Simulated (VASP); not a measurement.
# AlN (Cm) in VASP: notebook

AlN is run at these levels: PBE; tasks: single point.

All numbers are computed with VASP 6.6.1; they aren't measurements. Logs are shortened: lines on timing, memory, paths and dates and some standing lists are left out, and cuts for length are marked.

### Step 1. The cell of the first run

The structure is monoclinic, space group Cm (No. 8). The conventional cell has a = 6.226 Å, b = 6.226 Å, c = 4.403 Å, α = 90.00°, β = 90.00°, γ = 90.00°. Al (site symmetry m) has 1 N at 1.45 Å within 1.9 Å. Within 2.5 Å of Al (site symmetry 1) lie 4 N at 1.91 Å. Al (site symmetry m) has 4 N at 1.91 Å within 2.5 Å. N (site symmetry m) has 4 Al at 1.45 to 1.91 Å within 2.0 Å. N (site symmetry 1) has 4 Al at 1.91 to 2.10 Å within 2.5 Å. Within 2.5 Å of N (site symmetry m) lie 4 Al at 1.91 to 2.11 Å.

### Step 2. Single point, PBE (atom 1 (Al) moved by -0.378 Å along [1 1 0] and +0.252 Å along [0 0 1])

Input file INCAR:

```
ALGO     = Normal         # electronic algorithm
EDIFF    = 1E-7           # SCF threshold, eV
ENCUT    = 520            # plane-wave cutoff, eV
GGA      = PE             # functional
ISIF     = 2              # what is computed and relaxed
ISMEAR   = 0              # smearing method
LASPH    = True           # aspherical terms in the spheres
LCHARG   = False          # write CHGCAR
LREAL    = False          # projectors in reciprocal space
LWAVE    = False          # write WAVECAR
NBANDS   = 26             # bands
NELM     = 60             # most SCF steps
PREC     = Accurate       # precision mode
SIGMA    = 0.05           # smearing width, eV
```

Input file KPOINTS:

```
k-points
0
Gamma
  6 6 6
```

Input file POSCAR:

```
AlN
1.0
    4.4025164325      0.0000000000      0.0000000000
    0.0000000000     -4.4025164325      0.0000000000
    0.0000000000      0.0000000000     -4.4025164325
Al N
4 4
Direct
   -0.0607121785     -0.0572399908     -0.0607121785
    0.5000000000      0.5000000000      0.0000000000
    0.5000000000      0.0000000000      0.5000000000
    0.0000000000      0.5000000000      0.5000000000
    0.7500000000      0.7500000000      0.7500000000
    0.2500000000      0.2500000000      0.7500000000
    0.2500000000      0.7500000000      0.2500000000
    0.7500000000      0.2500000000      0.2500000000
```

Potentials or basis: VASP PAW PBE potentials, release 64 (Al, N).

Started as:

```sh
> cat potpaw_PBE.64/Al/POTCAR potpaw_PBE.64/N/POTCAR > POTCAR
> mpirun -np 1 vasp_std > vasp.out
```

OUTCAR:

```text
EDIFF = 1E-7
   ENCUT = 520
   GGA = PE
   ISIF = 2
   ISMEAR = 0
   LASPH = True
   LREAL = False
   NELM = 60
   PREC = Accurate

 ion  position               nearest neighbor table
   1  0.939  0.943  0.939-   5 1.45   6 2.10   8 2.10   7 2.11   3 2.75   2 2.76   4 2.76   4 3.14
                             2 3.14   3 3.15   3 3.15   4 3.16   2 3.16
   2  0.500  0.500  0.000-   5 1.91   6 1.91   7 1.91   8 1.91   1 2.76   3 3.11   4 3.11   3 3.11
                             4 3.11   3 3.11   3 3.11   4 3.11   4 3.11   1 3.14   1 3.16
   3  0.500  0.000  0.500-   5 1.91   6 1.91   7 1.91   8 1.91   1 2.75   2 3.11   4 3.11   2 3.11
                             2 3.11   4 3.11   2 3.11   4 3.11   4 3.11   1 3.15   1 3.15
   4  0.000  0.500  0.500-   5 1.91   6 1.91   7 1.91   8 1.91   1 2.76   2 3.11   3 3.11   2 3.11
                             3 3.11   2 3.11   3 3.11   2 3.11   3 3.11   1 3.14   1 3.16
   5  0.750  0.750  0.750-   1 1.45   2 1.91   3 1.91   4 1.91
   6  0.250  0.250  0.750-   2 1.91   3 1.91   4 1.91   1 2.10
   7  0.250  0.750  0.250-   2 1.91   3 1.91   4 1.91   1 2.11
   8  0.750  0.250  0.250-   2 1.91   3 1.91   4 1.91   1 2.10

  LATTYP: Found a simple cubic cell.
 ALAT       =     4.4025164325

  Lattice vectors:

 A1 = (   4.4025164325,   0.0000000000,   0.0000000000)
 A2 = (   0.0000000000,  -4.4025164325,   0.0000000000)
 A3 = (   0.0000000000,   0.0000000000,  -4.4025164325)

Analysis of symmetry for initial positions (statically):
=====================================================================
 Subroutine PRICEL returns:
 Original cell was already a primitive cell.

 Routine SETGRP: Setting up the symmetry group for a
 simple cubic supercell.

 Subroutine GETGRP returns: Found  2 space group operations
 (whereof  2 operations were pure point group operations)
 out of a pool of 48 trial point group operations.

The static configuration has the point symmetry C_1h.

Analysis of symmetry for dynamics (positions and initial velocities):
=====================================================================
 Subroutine PRICEL returns:
 Original cell was already a primitive cell.

 Routine SETGRP: Setting up the symmetry group for a
 simple cubic supercell.

 Subroutine GETGRP returns: Found  2 space group operations
 (whereof  2 operations were pure point group operations)
 out of a pool of 48 trial point group operations.

The dynamic configuration has the point symmetry C_1h.

 Subroutine INISYM returns: Found  2 space group operations
 (whereof  2 operations are pure point group operations),
 and found     1 'primitive' translations

----------------------------------------------------------------------------------------

                                     Primitive cell

  volume of cell :      85.3302

  direct lattice vectors                    reciprocal lattice vectors
     4.402516432  0.000000000  0.000000000     0.227142821  0.000000000  0.000000000
     0.000000000 -4.402516432  0.000000000     0.000000000 -0.227142821  0.000000000
     0.000000000  0.000000000 -4.402516432     0.000000000  0.000000000 -0.227142821

  length of vectors
     4.402516432  4.402516432  4.402516432     0.227142821  0.227142821  0.227142821

  position of ions in fractional coordinates (direct lattice)
     0.939287822  0.942760009  0.939287822
     0.500000000  0.500000000  0.000000000
     0.500000000  0.000000000  0.500000000
     0.000000000  0.500000000  0.500000000
     0.750000000  0.750000000  0.750000000
     0.250000000  0.250000000  0.750000000
     0.250000000  0.750000000  0.250000000
     0.750000000  0.250000000  0.250000000

  ion indices of the primitive-cell ions
   primitive index   ion index
                 1           1
                 2           2
                 3           3
                 4           4
                 5           5
                 6           6
                 7           7
                 8           8

----------------------------------------------------------------------------------------

 KPOINTS: k-points

Automatic generation of k-mesh.
 Grid dimensions read from file:
 generate k-points for:    6    6    6

 Generating k-lattice:

  Cartesian coordinates                     Fractional coordinates (reciprocal lattice)
     0.037857137  0.000000000  0.000000000     0.166666667  0.000000000  0.000000000
     0.000000000 -0.037857137  0.000000000     0.000000000  0.166666667  0.000000000
     0.000000000  0.000000000 -0.037857137     0.000000000  0.000000000  0.166666667

  Length of vectors
     0.037857137  0.037857137  0.037857137

  Shift w.r.t. Gamma in fractional coordinates (k-lattice)
     0.000000000  0.000000000  0.000000000

 Subroutine IBZKPT returns following result:
 ===========================================

 Found     68 irreducible k-points:

 Following reciprocal coordinates:
            Coordinates               Weight
  0.000000  0.000000  0.000000      1.000000
  0.166667  0.000000  0.000000      4.000000
  0.000000  0.166667  0.000000      2.000000
  0.333333  0.000000  0.000000      4.000000
  0.000000  0.333333  0.000000      2.000000
  0.500000  0.000000  0.000000      2.000000
[... 16 lines left out ...]
 -0.333333  0.333333  0.000000      4.000000
 -0.333333  0.000000  0.333333      2.000000
 [... further k-points ...]
   k-points           NKPTS =     68   k-points in BZ     NKDIM =     68   number of bands    NBANDS=     26
   number of dos      NEDOS =    301   number of ions     NIONS =      8
   total plane-waves  NPLWV =  46656
   dimension x,y,z NGX =    36 NGY =   36 NGZ =   36
   dimension x,y,z NGXF=    72 NGYF=   72 NGZF=   72
   ions per type =               4   4
   NGX,Y,Z   is equivalent  to a cutoff of  13.59, 13.59, 13.59 a.u.
   NGXF,Y,Z  is equivalent  to a cutoff of  27.19, 27.19, 27.19 a.u.
 SYSTEM =  unknown system
   PREC   = accura    normal or accurate (medium, high low for compatibility)
   ISTART =      0    job   : 0-new  1-cont  2-samecut
   ICHARG =      2    charge: 1-file 2-atom 10-const
   ISPIN  =      1    spin polarized calculation?
   LNONCOLLINEAR =      F non collinear calculations
   LSORBIT =      F    spin-orbit coupling
   LASPH  =      T    aspherical Exc in radial PAW
   ENCUT  =  520.0 eV  38.22 Ry    6.18 a.u.   8.19  8.19  8.19*2*pi/ulx,y,z
   NELM   =     60;   NELMIN=  2; NELMDL= -5     # of ELM steps
   EDIFF  = 0.1E-06   stopping-criterion for ELM
   LREAL  =      F    real-space projection
   EDIFFG = 0.1E-05   stopping-criterion for IOM
   NSW    =      0    number of steps for IOM
   IBRION =     -1    ionic relax: 0-MD 1-quasi-New 2-CG
   NFREE  =      0    steps in history (QN), initial steepest desc. (CG)
   ISIF   =      2    stress and relaxation
   ISYM   =      2    0-nonsym 1-usesym 2-fastsym
   POTIM  = 0.5000    time-step for ionic-motion
   TEBEG  =    0.0;   TEEND  =   0.0 temperature during run
   PSTRESS=    0.0 pullay stress
   NELECT =      32.0000    total number of electrons
   NUPDOWN=      -1.0000    fix difference up-down
   EMIN   =  10.00;   EMAX   =-10.00  energy-range for DOS
   EFERMI =   0.00;   METHOD = LEGACY
   ISMEAR =     0;   SIGMA  =   0.05  broadening in eV -4-tet -1-fermi 0-gaus
   EFERMI_NEDOS =   21; number of points for ismear=-14 and -15
   IALGO  =     38    algorithm
   IMIX   =      4    mixing-type and parameters
     AMIX     =   0.40;   BMIX     =  1.00
     AMIX_MAG =   1.60;   BMIX_MAG =  1.00
  volume/ion in A,a.u.               =      10.67        71.98
  Fermi-wavevector in a.u.,A,eV,Ry     =   1.180567  2.230947 18.962951  1.393738
  Thomas-Fermi vector in A             =   2.316857
   LORBIT       =      0    0 simple, 1 ext, 2 COOP (PROOUT), +10 PAW based schemes
   GGA     = PE    functional components
   LHFCALC =     F    Hartree Fock is set to
   AEXX    =    0.0000 exact exchange contribution
   IVDW    =     0    specifies the selected vdW correction
   LEPSILON=     F    determine dielectric tensor
   LRPA    =     F    only Hartree local field effects (RPA)
 non-spin polarized calculation
 Gauss-broadening in eV      SIGMA  =   0.05
  energy-cutoff  :      520.00
  volume of cell :       85.33
 maximum number of plane-waves:      2325
 NGX is ok and might be reduce to    36
   NGX = 17   NGY = 17   NGZ = 17

 number of electron      31.9999997 magnetization

 Free energy of the ion-electron system (eV)
  ---------------------------------------------------
  ext. energy  EPLUGINS =         0.00000000
  ---------------------------------------------------
  free energy    TOTEN  =       -55.70867830 eV

  energy without entropy =      -55.70867830  energy(sigma->0) =      -55.70867830

 E-fermi :   6.3657     XC(G=0): -10.8185

 val. band max:        6.1484424554   @ k =   0.5000   0.5000   0.5000
 cond. band min:       8.5051251175   @ k =   0.0000   0.0000   0.0000
 fundamental gap:      2.3566826620
 Fermi energy:         6.3657392200

 k-point     1 :       0.0000    0.0000    0.0000
  band No.  band energies     occupation
      1      -9.5697      2.00000
      2      -7.2568      2.00000
      3      -6.0925      2.00000
      4      -6.0645      2.00000
      5       0.5286      2.00000
      6       0.5294      2.00000
[... 18 lines left out ...]
     25      18.1724      0.00000
     26      18.2170      0.00000

 k-point     2 :       0.1667    0.0000    0.0000
  band No.  band energies     occupation
      1      -9.4754      2.00000
      2      -7.2964      2.00000
      3      -6.2373      2.00000
      4      -6.0553      2.00000
      5       0.6580      2.00000
      6       0.7209      2.00000
[... 18 lines left out ...]
     25      18.1268      0.00000
[... 608 lines left out ...]
     25      16.3220      0.00000
     26      16.5770      0.00000

 k-point    24 :      -0.3333    0.0000    0.3333
  band No.  band energies     occupation
      1      -9.0194      2.00000
      2      -7.2910      2.00000
      3      -6.6622      2.00000
      4      -6.3172      2.00000
      5       0.8817      2.00000
      6       1.0185      2.00000
[... 18 lines left out ...]
     25      16.3066      0.00000
     26      16.5519      0.00000

 [... further k-points ...]

------------------------ aborting loop because EDIFF is reached ----------------------------------------

  FORCE on cell =-STRESS in cart. coord.  units (eV):
  Direction    XX          YY          ZZ          XY          YZ          ZX
  --------------------------------------------------------------------------------------
  -------------------------------------------------------------------------------------
  Total        6.4511170      6.8578669      6.4511170     -7.8416702      7.8416703     -7.7391706
  in kB      121.1274422    128.7646572    121.1274422   -147.2367424    147.2367438   -145.3121893
  external PRESSURE =     123.6731805 kB  Pullay stress =       0.0000000 kB

 VOLUME and BASIS-vectors are now :
 -----------------------------------------------------------------------------
  energy-cutoff  :      520.00
  volume of cell :       85.33
      direct lattice vectors                 reciprocal lattice vectors
     4.402516432  0.000000000  0.000000000     0.227142821  0.000000000  0.000000000
     0.000000000 -4.402516432  0.000000000     0.000000000 -0.227142821  0.000000000
     0.000000000  0.000000000 -4.402516432     0.000000000  0.000000000 -0.227142821

 POSITION                                       TOTAL-FORCE (eV/Angst)
 -----------------------------------------------------------------------------------
      4.13523     -4.15052     -4.13523        12.803991    -12.824446    -12.803991
      2.20126     -2.20126      0.00000        -1.208127      1.142484     -0.777613
      2.20126      0.00000     -2.20126        -1.222810     -0.727177      1.222810
      0.00000     -2.20126     -2.20126         0.777613      1.142484      1.208127
      3.30189     -3.30189     -3.30189        -9.750136      9.901231      9.750136
      1.10063     -1.10063     -3.30189        -0.651039      0.634631      0.113136
      1.10063     -3.30189     -1.10063        -0.636356      0.096162      0.636356
      3.30189     -1.10063     -1.10063        -0.113136      0.634631      0.651039
 -----------------------------------------------------------------------------------
    total drift:                                0.000097     -0.000096     -0.000097

  FREE ENERGIE OF THE ION-ELECTRON SYSTEM (eV)
  ---------------------------------------------------
  free  energy   TOTEN  =       -55.7086783040 eV

  energy  without entropy=      -55.7086783040  energy(sigma->0) =      -55.70867830
```

Run time: 69 s. Hardware: 1 thread of Intel Xeon 6975P-C (Granite Rapids), shared host; peak memory 0.26 GiB.

Results:

| Quantity | Value |
| --- | --- |
| Free energy | -55.7087 eV |
| Pressure | 12.4 GPa |
| Largest force | 22.189 eV/Å |
| Band gap on the k mesh | 2.36 eV (least direct gap 2.38 eV) |

Forces on the atoms (eV/Å):
```
Al   12.804 -12.824 -12.804
Al   -1.208   1.142  -0.778
Al   -1.223  -0.727   1.223
Al    0.778   1.142   1.208
N    -9.750   9.901   9.750
N    -0.651   0.635   0.113
N    -0.636   0.096   0.636
N    -0.113   0.635   0.651
```

Stress tensor (GPa, compression positive):
```
 12.11 -14.72 -14.53
-14.72  12.88  14.72
-14.53  14.72  12.11
```

Levels at points of the mesh, in eV from the valence-band top:
| k point | band 13 | band 14 | band 15 | band 16 | band 17 | band 18 | band 19 | band 20 |
| --- | --- | --- | --- | --- | --- | --- | --- | --- |
| (0.00, 0.00, 0.00) | -1.82 | -0.44 | -0.05 | -0.03 | 2.36 | 2.42 | 2.75 | 4.45 |
| (0.50, 0.00, 0.00) | -1.75 | -1.67 | -0.96 | -0.62 | 4.69 | 5.04 | 5.20 | 6.73 |
| (0.00, 0.50, 0.00) | -1.72 | -1.62 | -0.98 | -0.65 | 4.64 | 5.04 | 5.22 | 6.74 |
| (0.50, 0.50, 0.00) | -1.43 | -1.37 | -0.68 | -0.09 | 6.45 | 6.77 | 6.83 | 7.97 |
| (0.50, 0.00, 0.50) | -1.40 | -1.32 | -0.70 | -0.11 | 6.49 | 6.70 | 6.86 | 7.97 |
| (0.50, 0.50, 0.50) | -0.63 | -0.62 | -0.03 | 0.00 | 5.81 | 6.68 | 6.71 | 6.75 |

Caveat: the cell differs from its parent crystal (atom 1 (Al) moved by -0.378 Å along [1 1 0] and +0.252 Å along [0 0 1]); the cell stands under pressure; forces of over 1 eV/Å act on the atoms, so gaps and moduli don't describe the material at rest. A k mesh can miss the band edges.

### Step 3. Single point, PBE (atom 1 (Al) moved by -0.126 Å along [1 1 0] and +0.252 Å along [0 0 1])

Input file INCAR:

```
SYSTEM = AlN
PREC = Accurate
ENCUT = 520
EDIFF = 1E-6
ISMEAR = 0
SIGMA = 0.05
LREAL = .FALSE.
LASPH = .TRUE.
NELM = 80
ALGO = Normal
ISIF = 2
LWAVE = .FALSE.
LCHARG = .TRUE.
GGA = PE
LELF = .TRUE.
LVHAR = .TRUE.
NBANDS = 26
```

Input file KPOINTS:

```
Automatic mesh
0
G
  6 6 6
  0 0 0
```

POSCAR, as its differences from that of step 2:

```diff
@@ -8,3 +8,3 @@
 Direct
-   -0.0607121785     -0.0572399908     -0.0607121785
+   -0.0202373928     -0.0572399908     -0.0202373928
     0.5000000000      0.5000000000      0.0000000000
```

Potentials or basis: VASP PAW PBE potentials, release 64 (Al, N).

Started as:

```sh
> cat potpaw_PBE.64/Al/POTCAR potpaw_PBE.64/N/POTCAR > POTCAR
> mpirun -np 1 vasp_std > vasp.out
```

Wall time 65 s (1 thread of Intel Xeon 6975P-C (Granite Rapids), shared host); peak memory 0.26 GiB.

The run converged. Its results:

| Property | Result |
| --- | --- |
| Free energy | -58.4683 eV |
| Pressure | 3.0 GPa |
| Largest force | 7.408 eV/Å |
| Band gap on the k mesh | 2.40 eV |

Forces on the atoms (eV/Å):
```
Al   3.469 -5.551 -3.469
Al  -0.421  1.168 -0.270
Al  -0.389 -0.804  0.389
Al   0.270  1.168  0.421
N   -2.612  2.443  2.612
N   -0.383  0.592 -0.117
N   -0.052  0.391  0.052
N    0.117  0.592  0.383
```

Stress tensor (GPa, compression positive):
```
 4.18 -3.58 -5.41
-3.58  0.59  3.58
-5.41  3.58  4.18
```

Levels at points of the mesh, in eV from the valence-band top:
| k point | band 12 | band 13 | band 14 | band 15 | band 16 | band 17 | band 18 | band 19 | band 20 | band 21 |
| --- | --- | --- | --- | --- | --- | --- | --- | --- | --- | --- |
| (0.00, 0.00, 0.00) | -1.89 | -1.81 | -0.35 | -0.22 | 0.00 | 2.40 | 2.70 | 3.38 | 4.09 | 7.90 |
| (0.50, 0.00, 0.00) | -2.44 | -1.40 | -1.33 | -1.11 | -0.95 | 4.94 | 5.10 | 5.83 | 6.41 | 9.43 |
| (0.00, 0.50, 0.00) | -2.76 | -1.91 | -1.69 | -0.88 | -0.61 | 5.08 | 5.22 | 5.70 | 6.39 | 9.36 |
| (0.50, 0.50, 0.00) | -2.17 | -1.07 | -0.88 | -0.80 | -0.42 | 6.81 | 6.83 | 7.58 | 8.14 | 8.42 |
| (0.50, 0.00, 0.50) | -2.55 | -1.49 | -1.26 | -0.49 | -0.14 | 6.74 | 6.94 | 7.52 | 8.07 | 8.34 |
| (0.50, 0.50, 0.50) | -0.77 | -0.70 | -0.45 | -0.44 | -0.07 | 6.45 | 6.73 | 6.85 | 6.98 | 8.80 |

Caveat: the cell differs from its parent crystal (atom 1 (Al) moved by -0.126 Å along [1 1 0] and +0.252 Å along [0 0 1]); forces of over 1 eV/Å act on the atoms, so gaps and moduli don't describe the material at rest.
